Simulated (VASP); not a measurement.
# AlRu (Pm-3m) in VASP: notebook

The runs below take AlRu through single point, with PBEsol.

Program: VASP 6.6.1. These are calculated values, not measurements. Logs are shortened: lines on timing, memory, paths and dates and some standing lists are left out, and cuts for length are marked.

**1. The cell of the first run**

It takes space group Pm-3m (No. 221, cubic). The conventional cell has a = 2.992 Å, b = 2.992 Å, c = 2.992 Å, α = 90.00°, β = 90.00°, γ = 90.00°. Al (site symmetry m-3m) has 8 Ru at 2.59 Å and 6 Al at 2.99 Å within 3.4 Å. Ru (site symmetry m-3m) has 8 Al at 2.59 Å and 6 Ru at 2.99 Å within 3.4 Å.

**2. Single point, PBEsol**

Contents of INCAR:

```
SYSTEM = AlRu
  ALGO = Normal
  EDIFF = 1E-6
  ENCUT = 500
  GGA = PS
  GGA_COMPAT = .False.
  ISIF = 2
  ISMEAR = -1
  LASPH = .True.
  LCHARG = .True.
  LELF = .True.
  LREAL = .False.
  LVHAR = .True.
  LWAVE = .False.
  NBANDS = 16
  NELM = 120
  PREC = Accurate
  SIGMA = 0.1
```

Contents of KPOINTS:

```
k-points
0
Gamma
  5 5 5
  0 0 0
```

Contents of POSCAR:

```
AlRu
1.0
    2.9916000000      0.0000000000      0.0000000000
    0.0000000000      2.9916000000      0.0000000000
    0.0000000000      0.0000000000      2.9916000000
Al Ru
1 1
Direct
    0.0000000000      0.0000000000      0.0000000000
    0.5000000000      0.5000000000      0.5000000000
```

Potentials or basis: VASP PAW PBE potentials, release 64 (Al, Ru_pv).

Started as:

```console
> cat potpaw_PBE.64/Al/POTCAR potpaw_PBE.64/Ru_pv/POTCAR > POTCAR
> mpirun -np 1 vasp_std > vasp.out
```

OUTCAR:

```text
SYSTEM = AlRu
   EDIFF = 1E-6
   ENCUT = 500
   GGA = PS
   ISIF = 2
   ISMEAR = -1
   LASPH = .True.
   LREAL = .False.
   NELM = 120
   PREC = Accurate

 ion  position               nearest neighbor table
   1  0.000  0.000  0.000-   2 2.59   2 2.59   2 2.59   2 2.59   2 2.59   2 2.59   2 2.59   2 2.59

   2  0.500  0.500  0.500-   1 2.59   1 2.59   1 2.59   1 2.59   1 2.59   1 2.59   1 2.59   1 2.59

  LATTYP: Found a simple cubic cell.
 ALAT       =     2.9916000000

  Lattice vectors:

 A1 = (   2.9916000000,   0.0000000000,   0.0000000000)
 A2 = (   0.0000000000,   2.9916000000,   0.0000000000)
 A3 = (   0.0000000000,   0.0000000000,   2.9916000000)

Analysis of symmetry for initial positions (statically):
=====================================================================
 Subroutine PRICEL returns:
 Original cell was already a primitive cell.

 Routine SETGRP: Setting up the symmetry group for a
 simple cubic supercell.

 Subroutine GETGRP returns: Found 48 space group operations
 (whereof 48 operations were pure point group operations)
 out of a pool of 48 trial point group operations.

The static configuration has the point symmetry O_h .

Analysis of symmetry for dynamics (positions and initial velocities):
=====================================================================
 Subroutine PRICEL returns:
 Original cell was already a primitive cell.

 Routine SETGRP: Setting up the symmetry group for a
 simple cubic supercell.

 Subroutine GETGRP returns: Found 48 space group operations
 (whereof 48 operations were pure point group operations)
 out of a pool of 48 trial point group operations.

The dynamic configuration has the point symmetry O_h .

 Subroutine INISYM returns: Found 48 space group operations
 (whereof 48 operations are pure point group operations),
 and found     1 'primitive' translations

----------------------------------------------------------------------------------------

                                     Primitive cell

  volume of cell :      26.7738

  direct lattice vectors                    reciprocal lattice vectors
     2.991600000  0.000000000  0.000000000     0.334269287  0.000000000  0.000000000
     0.000000000  2.991600000  0.000000000     0.000000000  0.334269287  0.000000000
     0.000000000  0.000000000  2.991600000     0.000000000  0.000000000  0.334269287

  length of vectors
     2.991600000  2.991600000  2.991600000     0.334269287  0.334269287  0.334269287

  position of ions in fractional coordinates (direct lattice)
     0.000000000  0.000000000  0.000000000
     0.500000000  0.500000000  0.500000000

  ion indices of the primitive-cell ions
   primitive index   ion index
                 1           1
                 2           2

----------------------------------------------------------------------------------------

 KPOINTS: k-points

Automatic generation of k-mesh.
 Grid dimensions read from file:
 generate k-points for:    5    5    5

 Generating k-lattice:

  Cartesian coordinates                     Fractional coordinates (reciprocal lattice)
     0.066853857  0.000000000  0.000000000     0.200000000  0.000000000  0.000000000
     0.000000000  0.066853857  0.000000000     0.000000000  0.200000000  0.000000000
     0.000000000  0.000000000  0.066853857     0.000000000  0.000000000  0.200000000

  Length of vectors
     0.066853857  0.066853857  0.066853857

  Shift w.r.t. Gamma in fractional coordinates (k-lattice)
     0.000000000  0.000000000  0.000000000

 Subroutine IBZKPT returns following result:
 ===========================================

 Found     10 irreducible k-points:

 Following reciprocal coordinates:
            Coordinates               Weight
  0.000000  0.000000  0.000000      1.000000
  0.200000  0.000000  0.000000      6.000000
  0.400000  0.000000  0.000000      6.000000
  0.200000  0.200000  0.000000     12.000000
  0.400000  0.200000  0.000000     24.000000
  0.400000  0.400000  0.000000     12.000000
  0.200000  0.200000  0.200000      8.000000
  0.400000  0.200000  0.200000     24.000000
  0.400000  0.400000  0.200000     24.000000
  0.400000  0.400000  0.400000      8.000000
   k-points           NKPTS =     10   k-points in BZ     NKDIM =     10   number of bands    NBANDS=     16
   number of dos      NEDOS =    301   number of ions     NIONS =      2
   total plane-waves  NPLWV =  13824
   dimension x,y,z NGX =    24 NGY =   24 NGZ =   24
   dimension x,y,z NGXF=    48 NGYF=   48 NGZF=   48
   ions per type =               1   1
   NGX,Y,Z   is equivalent  to a cutoff of  13.34, 13.34, 13.34 a.u.
   NGXF,Y,Z  is equivalent  to a cutoff of  26.67, 26.67, 26.67 a.u.
 SYSTEM =  AlRu
   PREC   = accura    normal or accurate (medium, high low for compatibility)
   ISTART =      0    job   : 0-new  1-cont  2-samecut
   ICHARG =      2    charge: 1-file 2-atom 10-const
   ISPIN  =      1    spin polarized calculation?
   LNONCOLLINEAR =      F non collinear calculations
   LSORBIT =      F    spin-orbit coupling
   LASPH  =      T    aspherical Exc in radial PAW
   ENCUT  =  500.0 eV  36.75 Ry    6.06 a.u.   5.45  5.45  5.45*2*pi/ulx,y,z
   NELM   =    120;   NELMIN=  2; NELMDL= -5     # of ELM steps
   EDIFF  = 0.1E-05   stopping-criterion for ELM
   LREAL  =      F    real-space projection
   EDIFFG = 0.1E-04   stopping-criterion for IOM
   NSW    =      0    number of steps for IOM
   IBRION =     -1    ionic relax: 0-MD 1-quasi-New 2-CG
   NFREE  =      0    steps in history (QN), initial steepest desc. (CG)
   ISIF   =      2    stress and relaxation
   ISYM   =      2    0-nonsym 1-usesym 2-fastsym
   POTIM  = 0.5000    time-step for ionic-motion
   TEBEG  =    0.0;   TEEND  =   0.0 temperature during run
   PSTRESS=    0.0 pullay stress
   NELECT =      17.0000    total number of electrons
   NUPDOWN=      -1.0000    fix difference up-down
   EMIN   =  10.00;   EMAX   =-10.00  energy-range for DOS
   EFERMI =   0.00;   METHOD = LEGACY
   ISMEAR =    -1;   SIGMA  =   0.10  broadening in eV -4-tet -1-fermi 0-gaus
   EFERMI_NEDOS =   21; number of points for ismear=-14 and -15
   IALGO  =     38    algorithm
   IMIX   =      4    mixing-type and parameters
     AMIX     =   0.40;   BMIX     =  1.00
     AMIX_MAG =   1.60;   BMIX_MAG =  1.00
  volume/ion in A,a.u.               =      13.39        90.34
  Fermi-wavevector in a.u.,A,eV,Ry     =   1.407087  2.659009 26.938090  1.979894
  Thomas-Fermi vector in A             =   2.529382
   LORBIT       =      0    0 simple, 1 ext, 2 COOP (PROOUT), +10 PAW based schemes
   GGA     = PS    functional components
   LHFCALC =     F    Hartree Fock is set to
   AEXX    =    0.0000 exact exchange contribution
   IVDW    =     0    specifies the selected vdW correction
   LEPSILON=     F    determine dielectric tensor
   LRPA    =     F    only Hartree local field effects (RPA)
 non-spin polarized calculation
  energy-cutoff  :      500.00
  volume of cell :       26.77
 maximum number of plane-waves:       691
 NGX is ok and might be reduce to    24
   NGX = 11   NGY = 11   NGZ = 11

 number of electron      16.9999995 magnetization

 Free energy of the ion-electron system (eV)
  ---------------------------------------------------
  ext. energy  EPLUGINS =         0.00000000
  ---------------------------------------------------
  free energy    TOTEN  =       -15.45781013 eV

  energy without entropy =      -15.39135410  energy(sigma->0) =      -15.42458211

 E-fermi :  10.7363     XC(G=0): -12.6849

 val. band max:       10.6615971481   @ k =   0.4000   0.4000   0.2000
 cond. band min:      10.8076708494   @ k =   0.0000   0.0000   0.0000
 fundamental gap:      0.1460737013
 Fermi energy:        10.7363048515

 k-point     1 :       0.0000    0.0000    0.0000
  band No.  band energies     occupation
      1     -31.0892      2.00000
      2     -31.0892      2.00000
      3     -31.0892      2.00000
      4       0.9138      2.00000
      5       7.0074      2.00000
      6       7.0074      2.00000
[... 8 lines left out ...]
     15      22.6555      0.00000
     16      25.6758      0.00000

 k-point     2 :       0.2000    0.0000    0.0000
  band No.  band energies     occupation
      1     -31.1628      2.00000
      2     -31.0830      2.00000
      3     -31.0830      2.00000
      4       1.6645      2.00000
      5       7.1534      2.00000
      6       7.2577      2.00000
[... 8 lines left out ...]
     15      23.1161      0.00000
     16      27.9883      0.00000

 k-point     3 :       0.4000    0.0000    0.0000
  band No.  band energies     occupation
      1     -31.2804      2.00000
      2     -31.0729      2.00000
      3     -31.0729      2.00000
      4       3.6582      2.00000
      5       6.1363      2.00000
      6       7.7199      2.00000
[... 8 lines left out ...]
     15      23.8260      0.00000
     16      24.4310      0.00000

 k-point     4 :       0.2000    0.2000    0.0000
  band No.  band energies     occupation
      1     -31.1578      2.00000
      2     -31.1533      2.00000
      3     -31.0767      2.00000
      4       2.3621      2.00000
      5       7.3010      2.00000
      6       7.5642      2.00000
[... 8 lines left out ...]
     15      24.8187      0.00000
     16      25.8013      0.00000

 k-point     5 :       0.4000    0.2000    0.0000
  band No.  band energies     occupation
      1     -31.2715      2.00000
      2     -31.1438      2.00000
      3     -31.0666      2.00000
      4       4.1340      2.00000
      5       6.2940      2.00000
      6       8.0869      2.00000
[... 8 lines left out ...]
     15      22.6633      0.00000
     16      24.3567      0.00000

 k-point     6 :       0.4000    0.4000    0.0000
  band No.  band energies     occupation
      1     -31.2578      2.00000
      2     -31.2561      2.00000
      3     -31.0564      2.00000
      4       4.6071      2.00000
      5       6.9370      2.00000
      6       8.8802      2.00000
[... 8 lines left out ...]
     15      23.4758      0.00000
     16      25.6404      0.00000

 k-point     7 :       0.2000    0.2000    0.2000
  band No.  band energies     occupation
      1     -31.1523      2.00000
      2     -31.1465      2.00000
      3     -31.1465      2.00000
      4       2.9976      2.00000
      5       7.6791      2.00000
      6       7.6791      2.00000
[... 8 lines left out ...]
     15      23.3398      0.00000
     16      23.9548      0.00000

 k-point     8 :       0.4000    0.2000    0.2000
  band No.  band energies     occupation
      1     -31.2629      2.00000
      2     -31.1382      2.00000
      3     -31.1354      2.00000
      4       4.5162      2.00000
      5       6.7382      2.00000
      6       7.7277      2.00000
[... 8 lines left out ...]
     15      22.6610      0.00000
     16      25.0869      0.00000

 k-point     9 :       0.4000    0.4000    0.2000
  band No.  band energies     occupation
      1     -31.2498      2.00000
      2     -31.2483      2.00000
      3     -31.1256      2.00000
      4       4.9711      2.00000
      5       7.0378      2.00000
      6       7.4172      2.00000
[... 8 lines left out ...]
     15      22.6636      0.00000
     16      22.9448      0.00000

 k-point    10 :       0.4000    0.4000    0.4000
  band No.  band energies     occupation
      1     -31.2372      2.00000
      2     -31.2356      2.00000
      3     -31.2356      2.00000
      4       5.6339      2.00000
      5       6.3344      2.00000
      6       6.3344      2.00000
[... 8 lines left out ...]
     15      20.0872      0.00000
     16      22.6551      0.00000

------------------------ aborting loop because EDIFF is reached ----------------------------------------

  FORCE on cell =-STRESS in cart. coord.  units (eV):
  Direction    XX          YY          ZZ          XY          YZ          ZX
  --------------------------------------------------------------------------------------
  -------------------------------------------------------------------------------------
  Total       -0.3668851     -0.3668851     -0.3668851      0.0000000      0.0000000     -0.0000000
  in kB      -21.9548320    -21.9548320    -21.9548320      0.0000000      0.0000000     -0.0000000
  external PRESSURE =     -21.9548320 kB  Pullay stress =       0.0000000 kB

 VOLUME and BASIS-vectors are now :
 -----------------------------------------------------------------------------
  energy-cutoff  :      500.00
  volume of cell :       26.77
      direct lattice vectors                 reciprocal lattice vectors
     2.991600000  0.000000000  0.000000000     0.334269287  0.000000000  0.000000000
     0.000000000  2.991600000  0.000000000     0.000000000  0.334269287  0.000000000
     0.000000000  0.000000000  2.991600000     0.000000000  0.000000000  0.334269287

 POSITION                                       TOTAL-FORCE (eV/Angst)
 -----------------------------------------------------------------------------------
      0.00000      0.00000      0.00000         0.000000      0.000000      0.000000
      1.49580      1.49580      1.49580         0.000000      0.000000      0.000000
 -----------------------------------------------------------------------------------
    total drift:                                0.000000     -0.000000     -0.000000

  FREE ENERGIE OF THE ION-ELECTRON SYSTEM (eV)
  ---------------------------------------------------
  free  energy   TOTEN  =       -15.4578101256 eV

  energy  without entropy=      -15.3913541018  energy(sigma->0) =      -15.42458211
```

Wall time 4.5 s (1 thread of Intel Xeon 6975P-C, shared host); peak memory 0.14 GiB.

Results:

```yaml
Free_energy: -15.4578 eV
Pressure: -2.2 GPa
```

Caveat: the k points lie up to 0.42 Å⁻¹ apart; the PAW data sets were made with another functional, which shifts forces and pressure a little.

**3. Single point, PBEsol**

Contents of INCAR:

```
PREC     = Accurate       # precision mode
ENCUT    = 500            # plane-wave cutoff, eV
EDIFF    = 1E-6           # SCF threshold, eV
ISMEAR   = -1             # smearing method
SIGMA    = 0.1            # smearing width, eV
LREAL    = False          # projectors in reciprocal space
LASPH    = True           # aspherical terms in the spheres
NELM     = 120            # most SCF steps
ALGO     = Normal         # electronic algorithm
ISIF     = 2              # what is computed and relaxed
LWAVE    = False          # write WAVECAR
LCHARG   = True           # write CHGCAR
GGA      = PS             # functional
LELF     = True           # ELF
LVHAR    = True         
NBANDS   = 16             # bands
GGA_COMPAT= False
```

Contents of KPOINTS:

```
regular mesh
0
Gamma
  6 6 6
```

POSCAR is that of step 2.

Potentials or basis: VASP PAW PBE potentials, release 64 (Al, Ru_pv).

Started as:

```console
> cat potpaw_PBE.64/Al/POTCAR potpaw_PBE.64/Ru_pv/POTCAR > POTCAR
> mpirun -np 1 vasp_std > vasp.out
```

It took 5.7 s on 1 thread of Intel Xeon 6975P-C, shared host; peak memory 0.14 GiB.

Results (log left out):

- Free energy: -15.5468 eV
- Pressure: -3.2 GPa

Levels at points of the mesh, in eV from the Fermi level:
```csv
k point,band 4,band 5,band 6,band 7,band 8,band 9,band 10,band 11,band 12,band 13
"(0.00, 0.00, 0.00)",-9.61,-3.50,-3.50,0.27,0.27,0.27,6.14,6.14,6.14,11.07
"(0.50, 0.00, 0.00)",-5.78,-5.40,-2.69,-1.52,-1.52,0.52,2.37,7.52,11.07,11.07
"(0.50, 0.50, 0.00)",-5.96,-3.00,-1.29,-1.29,-1.08,-1.08,1.63,5.36,6.35,10.67
"(0.50, 0.50, 0.50)",-4.55,-4.55,-4.55,1.72,1.72,2.67,4.18,4.18,4.18,8.65
```

Caveat: the PAW data sets were made with another functional, which shifts forces and pressure a little.

**4. Single point, PBEsol**

Contents of INCAR:

```
ALGO     = Normal         # electronic algorithm
EDIFF    = 1E-6           # SCF threshold, eV
ENCUT    = 500            # plane-wave cutoff, eV
GGA      = PS             # functional
GGA_COMPAT= False        
ISIF     = 2              # what is computed and relaxed
ISMEAR   = -1             # smearing method
LASPH    = True           # aspherical terms in the spheres
LCHARG   = True           # write CHGCAR
LELF     = True           # ELF
LREAL    = False          # projectors in reciprocal space
LVHAR    = True         
LWAVE    = False          # write WAVECAR
NBANDS   = 16             # bands
NELM     = 120            # most SCF steps
PREC     = Accurate       # precision mode
SIGMA    = 0.1            # smearing width, eV
```

Contents of KPOINTS:

```
k-points
0
Gamma
  7 7 7
```

POSCAR is that of step 3.

Started as:

```console
> cat potpaw_PBE.64/Al/POTCAR potpaw_PBE.64/Ru_pv/POTCAR > POTCAR
> mpirun -np 1 vasp_std > vasp.out
```

Wall time 7 s (1 thread of Intel Xeon 6975P-C, shared host); peak memory 0.14 GiB.

The run converged. Its results:

```
Free energy : -15.5538 eV
Pressure    : -3.1 GPa
```

Levels at points of the mesh, in eV from the Fermi level:
```tsv
k point	band 6	band 7	band 8	band 9	band 10	band 11	band 12	band 13
(0.00, 0.00, 0.00)	-3.63	0.15	0.15	0.15	6.03	6.03	6.03	10.95
```

Caveat: the PAW data sets were made with another functional, which shifts forces and pressure a little.

**5. Overview**

| k mesh | gap on the mesh (eV) | pressure (GPa) |
| --- | --- | --- |
| 5 × 5 × 5 | none | -2.2 |
| 6 × 6 × 6 | none | -3.2 |
| 7 × 7 × 7 | none | -3.1 |

Alike in all rows: task single point; level PBEsol; potentials or basis VASP PAW PBE potentials, release 64 (Al, Ru_pv); no spin polarisation; cell as given; cutoff (eV) 500; smearing fermi-dirac 0.1 eV.

Caveats: some runs use coarse meshes; the PAW data sets were made with another functional, which shifts forces and pressure a little.

Absolute energies hang on the potentials; compare differences alone.
